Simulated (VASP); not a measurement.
Set up this calculation in VASP 6.6.1, as the native input.

```yaml
Task: relaxation of cell and atoms
Functional: r2SCAN
Potentials_or_basis: VASP PAW PBE potentials, release 64 (Ag)
Cutoff: 600 eV
k_mesh: 18 × 18 × 18
Occupations: gaussian, width 0.1 eV
Spin: no spin polarisation
Dipole_correction: no
Further_INCAR_settings: ALGO = Normal; EDIFF = 1e-07; IBRION = 2; EDIFFG = -0.005; NSW = 100; ISIF = 3
```

The system is Ag.

```xyz
1
Lattice="0.0000 2.0522 2.0522 2.0522 0.0000 2.0522 2.0522 2.0522 0.0000" Properties=species:S:1:pos:R:3 pbc="T T T"
Ag    0.0000    0.0000    0.0000
```

The input as run:

POSCAR

```
Ag
1.0
    0.0000000000      2.0521781800      2.0521781800
    2.0521781800      0.0000000000      2.0521781800
    2.0521781800      2.0521781800      0.0000000000
Ag
1
Direct
    0.0000000000      0.0000000000      0.0000000000
```

INCAR.step1

```
SYSTEM = Ag
PREC = Accurate
ENCUT = 600
ISMEAR = 0
SIGMA = 0.1
LREAL = .FALSE.
LASPH = .TRUE.
NELM = 60
GGA = PE
ALGO = Normal
EDIFF = 1E-4
LWAVE = .TRUE.
LCHARG = .FALSE.
```

INCAR.step2

```
SYSTEM = Ag
PREC = Accurate
ENCUT = 600
EDIFF = 1E-7
ISMEAR = 0
SIGMA = 0.1
LREAL = .FALSE.
LASPH = .TRUE.
NELM = 60
ALGO = Normal
ISIF = 3
LWAVE = .FALSE.
LCHARG = .FALSE.
METAGGA = R2SCAN
LMIXTAU = .TRUE.
IBRION = 2
NSW = 100
EDIFFG = -0.005
ISTART = 1
```

KPOINTS

```
regular mesh
0
G
  18 18 18
  0 0 0
```

Potentials or basis: VASP PAW PBE potentials, release 64 (Ag).

Launch:

```bash
$ cat potpaw_PBE.64/Ag/POTCAR > POTCAR
$ cp INCAR.step1 INCAR
$ mpirun -np 1 vasp_std > vasp.out
$ cp INCAR.step2 INCAR
$ mpirun -np 1 vasp_std > vasp.out
```

It gave:

```json
{
 "Relaxed volume": "17.30 Å³/atom",
 "Relaxed cell": "a = 2.903 Å, b = 2.903 Å, c = 2.903 Å, α = 60.00°, β = 60.00°, γ = 60.00°",
 "Space group after relaxing (to 0.1 Å)": "Fm-3m (No. 225)",
 "Energy gained by relaxing": "0.0 meV/atom",
 "Ionic steps": "3",
 "Pressure after relaxing": "0.0 GPa",
 "Band gap on the k mesh": "zero (an odd number of electrons rules out a gap without spin polarisation)"
}
```

Caveat: the PAW data sets were made with another functional, which shifts forces and pressure a little.

Run time: 5.2 min on 1 thread of Intel Xeon 8259CL, with other jobs on the host, peak memory 0.19 GiB.
